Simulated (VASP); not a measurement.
# Sn (Fd-3m) in VASP: further runs, part 2 of 2

VASP 6.6.1. The steps go on from the part before.

**4. Vibrations by perturbation theory, PBEsol**

This run uses another cell than the first one, of 31.81 Å³/atom, 1.196 times its volume.

The input, INCAR:

```
ALGO = Fast ; EDIFF = 1E-8
ENCUT = 520 ; GGA = PS
IBRION = 8 ; ISIF = 2
ISMEAR = -1 ; LASPH = True
LCHARG = False ; LREAL = False
LWAVE = False ; NBANDS = 21
NELM = 60 ; NSW = 1
PREC = Accurate ; SIGMA = 0.15
```

The input, KPOINTS:

```
k-points
0
Gamma
  12 12 12
```

The input, POSCAR:

```
Sn
1.0
    0.0000000000      3.1684595476      3.1684595476
    3.1684595476      0.0000000000      3.1684595476
    3.1684595476      3.1684595476      0.0000000000
Sn
2
Direct
    0.5000000000      0.5000000000      0.5000000000
    0.7500000000      0.7500000000      0.7500000000
```

Potentials or basis: VASP PAW PBE potentials, release 64 (Sn_d).

Command:

```console
$ cat potpaw_PBE.64/Sn_d/POTCAR > POTCAR
$ mpirun -np 1 vasp_std > vasp.out
```

OUTCAR:

```text
EDIFF = 1E-8
   ENCUT = 520
   GGA = PS
   IBRION = 8
   ISIF = 2
   ISMEAR = -1
   LASPH = True
   LREAL = False
   NELM = 60
   NSW = 1
   PREC = Accurate

 ion  position               nearest neighbor table
   1  0.500  0.500  0.500-   2 2.74   2 2.74   2 2.74   2 2.74
   2  0.750  0.750  0.750-   1 2.74   1 2.74   1 2.74   1 2.74

  LATTYP: Found a face centered cubic cell.
 ALAT       =     6.3369190952

  Lattice vectors:

 A1 = (   0.0000000000,   3.1684595476,   3.1684595476)
 A2 = (   3.1684595476,   0.0000000000,   3.1684595476)
 A3 = (   3.1684595476,   3.1684595476,   0.0000000000)

Analysis of symmetry for initial positions (statically):
=====================================================================
 Subroutine PRICEL returns:
 Original cell was already a primitive cell.

 Routine SETGRP: Setting up the symmetry group for a
 face centered cubic supercell.

 Subroutine GETGRP returns: Found 48 space group operations
 (whereof 24 operations were pure point group operations)
 out of a pool of 48 trial point group operations.

The static configuration has the point symmetry T_d .
 The point group associated with its full space group is O_h .

Analysis of symmetry for dynamics (positions and initial velocities):
=====================================================================
 Subroutine PRICEL returns:
 Original cell was already a primitive cell.

 Routine SETGRP: Setting up the symmetry group for a
 face centered cubic supercell.

 Subroutine GETGRP returns: Found 48 space group operations
 (whereof 24 operations were pure point group operations)
 out of a pool of 48 trial point group operations.

The dynamic configuration has the point symmetry T_d .
 The point group associated with its full space group is O_h .

 Subroutine INISYM returns: Found 48 space group operations
 (whereof 24 operations are pure point group operations),
 and found     1 'primitive' translations

----------------------------------------------------------------------------------------

                                     Primitive cell

  volume of cell :      63.6172

  direct lattice vectors                    reciprocal lattice vectors
     0.000000000  3.168459548  3.168459548    -0.157805392  0.157805392  0.157805392
     3.168459548  0.000000000  3.168459548     0.157805392 -0.157805392  0.157805392
     3.168459548  3.168459548  0.000000000     0.157805392  0.157805392 -0.157805392

  length of vectors
     4.480878464  4.480878464  4.480878464     0.273326956  0.273326956  0.273326956

  position of ions in fractional coordinates (direct lattice)
     0.500000000  0.500000000  0.500000000
     0.750000000  0.750000000  0.750000000

  ion indices of the primitive-cell ions
[... 114 lines left out ...]
--------------------------------------- Ionic step        1  -------------------------------------------

 number of electron      28.0000002 magnetization

 Free energy of the ion-electron system (eV)
  ---------------------------------------------------
  ext. energy  EPLUGINS =         0.00000000
  ---------------------------------------------------
  free energy    TOTEN  =        -8.38186374 eV

  energy without entropy =       -8.37018913  energy(sigma->0) =       -8.37602644

 E-fermi :   6.3598     XC(G=0):  -9.3842

 val. band max:        6.3596015841   @ k =   0.5000   0.0000   0.0000
 cond. band min:       6.3604603255   @ k =   0.0000   0.0000   0.0000
 fundamental gap:      0.0008587414
 Fermi energy:         6.3598185459

 k-point     1 :       0.0000    0.0000    0.0000
  band No.  band energies     occupation
      1     -15.4872      2.00000
      2     -15.4872      2.00000
      3     -15.4872      2.00000
      4     -15.4160      2.00000
      5     -15.4160      2.00000
      6     -15.0402      2.00000
[... 565 lines left out ...]
     20      14.2518      0.00000
     21      14.4040      0.00000

 [... further k-points ...]
[... 5 lines left out ...]
  --------------------------------------------------------------------------------------
  -------------------------------------------------------------------------------------
  Total        1.9514180      1.9514180      1.9514180     -0.0000000      0.0000000     -0.0000000
  in kB       49.1457973     49.1457973     49.1457973     -0.0000000      0.0000000     -0.0000000
  external PRESSURE =      49.1457973 kB  Pullay stress =       0.0000000 kB

 VOLUME and BASIS-vectors are now :
 -----------------------------------------------------------------------------
  energy-cutoff  :      520.00
  volume of cell :       63.62
      direct lattice vectors                 reciprocal lattice vectors
     0.000000000  3.168459548  3.168459548    -0.157805392  0.157805392  0.157805392
     3.168459548  0.000000000  3.168459548     0.157805392 -0.157805392  0.157805392
     3.168459548  3.168459548  0.000000000     0.157805392  0.157805392 -0.157805392

 POSITION                                       TOTAL-FORCE (eV/Angst)
 -----------------------------------------------------------------------------------
      3.16846      3.16846      3.16846        -0.000000     -0.000000     -0.000000
      4.75269      4.75269      4.75269         0.000000      0.000000      0.000000
 -----------------------------------------------------------------------------------
    total drift:                                0.000000      0.000000      0.000000

  FREE ENERGIE OF THE ION-ELECTRON SYSTEM (eV)
  ---------------------------------------------------
  free  energy   TOTEN  =        -8.3818637422 eV

  energy  without entropy=       -8.3701891280  energy(sigma->0) =       -8.37602644

[... ionic steps 2 to 3 ...]

--------------------------------------- Ionic step        4  -------------------------------------------

 Free energy of the ion-electron system (eV)
  ---------------------------------------------------
  ---------------------------------------------------
  free energy    TOTEN  =        -0.22051231 eV

  energy without entropy =       -0.22051231

------------------------ aborting loop because EDIFF is reached ----------------------------------------

 INTERNAL STRAIN TENSOR  FOR ION    1  DIRECTION 1   (eV/Angst):
 -----------------------------------------------------------------------------
    -0.00927  0.00000  0.00000
     0.00000  0.00577 11.38737
     0.00000 11.38737  0.00577

 INTERNAL STRAIN TENSOR FOR ION    2 for displacements in x,y,z  (eV/Angst):
          X           Y           Z          XY          YZ          ZX
  --------------------------------------------------------------------------------
  x     0.00000    -0.00000    -0.00000     0.00000   -11.38737     0.00000
  y     0.00000     0.00000     0.00000     0.00000     0.00000   -11.38737
  z    -0.00000    -0.00000     0.00000   -11.38737     0.00000     0.00000

 SECOND DERIVATIVES (NOT SYMMETRIZED)
 ------------------------------------
               1X          1Y          1Z          2X          2Y          2Z
  1X    -9.257029    0.000000    0.000000    9.257029    0.000000    0.000000
  1Y     0.000000   -9.257029    0.000000    0.000000    9.257029    0.000000
  1Z     0.000000    0.000000   -9.257029    0.000000    0.000000    9.257029
  2X     9.257029    0.000000    0.000000   -9.257029    0.000000    0.000000
  2Y     0.000000    9.257029    0.000000    0.000000   -9.257029    0.000000
  2Z     0.000000    0.000000    9.257029    0.000000    0.000000   -9.257029

 Eigenvectors and eigenvalues of the dynamical matrix
 ----------------------------------------------------

   1 f  =    6.173876 THz    38.791605 2PiTHz  205.938324 cm-1    25.533086 meV
             X         Y         Z           dx          dy          dz
      3.168460  3.168460  3.168460     0.000000   -0.707107    0.000000
      4.752689  4.752689  4.752689     0.000000    0.707107    0.000000
[... 21 lines left out ...]
   6 f  =    0.000000 THz     0.000000 2PiTHz    0.000000 cm-1     0.000000 meV
             X         Y         Z           dx          dy          dz
      3.168460  3.168460  3.168460     0.000000    0.000000    0.707107
      4.752689  4.752689  4.752689     0.000000    0.000000    0.707107

--------------------------------------------------------------------------------------------------------

 ELASTIC MODULI CONTR FROM IONIC RELAXATION (kBar)
 Direction    XX          YY          ZZ          XY          YZ          ZX
 --------------------------------------------------------------------------------
 XX          -0.0000     -0.0000     -0.0000     -0.0000      0.0000      0.0000
 YY          -0.0000     -0.0000     -0.0000     -0.0000     -0.0000      0.0000
 ZZ          -0.0000     -0.0000     -0.0000      0.0000     -0.0000      0.0000
 XY          -0.0000     -0.0000      0.0000   -352.7857      0.0000      0.0000
 YZ           0.0000     -0.0000     -0.0000      0.0000   -352.7857      0.0000
 ZX           0.0000      0.0000      0.0000      0.0000      0.0000   -352.7857
 --------------------------------------------------------------------------------
```

OSZICAR:

```text
N       E                     dE             d eps       ncg     rms          rms(c)
DAV:   1     0.227210624725E+03    0.22721E+03   -0.14891E+04  3034   0.200E+03
DAV:   2     0.162995758569E+02   -0.21091E+03   -0.20623E+03  3029   0.444E+02
DAV:   3    -0.770829097897E+01   -0.24008E+02   -0.23857E+02  3559   0.140E+02
DAV:   4    -0.848284112546E+01   -0.77455E+00   -0.77416E+00  3439   0.283E+01
[... 35 lines left out ...]
RMM:  15    -0.220512313751E+00    0.15571E-07   -0.56015E-08 25184   0.523E-04    0.747E-07
RMM:  16    -0.220512312347E+00    0.14041E-08   -0.15280E-07 25654   0.522E-04    0.267E-07
RMM:  17    -0.220512312734E+00   -0.38626E-09   -0.19928E-07 26278   0.522E-04    0.150E-07
RMM:  18    -0.220512310593E+00    0.21407E-08   -0.20182E-07 26569   0.522E-04    0.111E-07
RMM:  19    -0.220512309768E+00    0.82486E-09   -0.20718E-07 27077   0.521E-04    0.919E-08
 Linear response finished
```

stdout:

```text
POSCAR found type information on POSCAR Sn
 POSCAR found :  1 types and       2 ions
 scaLAPACK will be used
 -----------------------------------------------------------------------------
|                                                                             |
|                                                                             |
|     You enforced a specific xc type in the INCAR file but a different       |
|     I HOPE YOU KNOW WHAT YOU ARE DOING!                                     |
|                                                                             |
 -----------------------------------------------------------------------------

 LDA part: xc-table for (Slater+PW92), standard interpolation
 POSCAR, INCAR and KPOINTS ok, starting setup
 FFT: planning ... GRIDC
 FFT: planning ... GRID_SOFT
 FFT: planning ... GRID
 WAVECAR not read
 entering main loop
 num prob  num prob RMM:  17    -0.838186374225E+01    0.62810E-08   -0.64974E-09  2011   0.785E-04
 Linear response reoptimize wavefunctions to high precision
 Linear response DOF=           1
 Linear response progress:
 first order change of Fermi-energy   0.75955E-04
 force on displaced ion       1 direction 1 :  -9.257  -0.000  -0.000
 Linear response finished
```

It took 6.5 min on 1 thread of Intel Xeon 6975P-C (Granite Rapids), shared host; peak memory 0.77 GiB.

Results:

| Item | Value |
| --- | --- |
| Highest phonon frequency at Γ | 206 cm⁻¹ |

Phonon frequencies in cm⁻¹ (negative: imaginary):
| q point | frequencies |
| --- | --- |
| (0.000, 0.000, 0.000) | 0 0 0 206 206 206 |

Caveat: the cell wasn't relaxed at this level first, which shifts response properties; the PAW data sets were made with another functional, which shifts forces and pressure a little; spin-orbit coupling is left out, which moves the levels of the heavy elements.
